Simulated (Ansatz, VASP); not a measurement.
## Te2Mo: VASP beside Ansatz

```
Te Mo
1.0
     3.49459    0.00000    0.00000
    -1.74729    3.02640    0.00000
     0.00000    0.00000   13.87981
Te Mo
4 2
Direct
  0.66667 0.33333 0.37900
  0.33333 0.66667 0.87900
  0.66667 0.33333 0.12100
  0.33333 0.66667 0.62100
  0.66667 0.33333 0.75000
  0.33333 0.66667 0.25000
```

Alike in both runs: task single point; functional r2SCAN; dispersion D4; k mesh 9 × 9 × 2; occupations fermi-dirac, width 0.05 eV; no spin polarisation.

|  | VASP | Ansatz |
| --- | --- | --- |
| version | VASP 6.6.1 | Ansatz 0.2.0 |
| potentials or method | VASP PAW PBE potentials, release 64 (Te, Mo_sv) | Ansatz PAW |
| plane-wave cutoff (eV) | 520 | 500 |
| valence electrons in the cell | 52 | 92 |

```csv
,VASP,Ansatz,Ansatz less VASP
gap on the k mesh at the Fermi level (eV),0.88,0.88,+0.007
least direct gap on the mesh (eV),1.16,1.16,-0.002
pressure (GPa),3.5,3.4,-0.13
"traceless stress, the component that is largest in VASP (GPa)",-0.06,-0.12,-0.063
rms of the force components (eV/Å),0.114,0.102,-0.0124
```

VASP's potentials were made for PBE, not for r2SCAN. Atom by atom the forces differ by 0.012 eV/Å (rms over components). VASP's potentials hold 52 valence electrons a cell and Ansatz's 92, so a difference there can come from the potentials and not from the codes.

Spin-orbit coupling is off throughout. Noted on Ansatz's run: odd divisions of the mesh miss points on the zone boundary, where band edges often lie, so the gap on the mesh can be too wide.
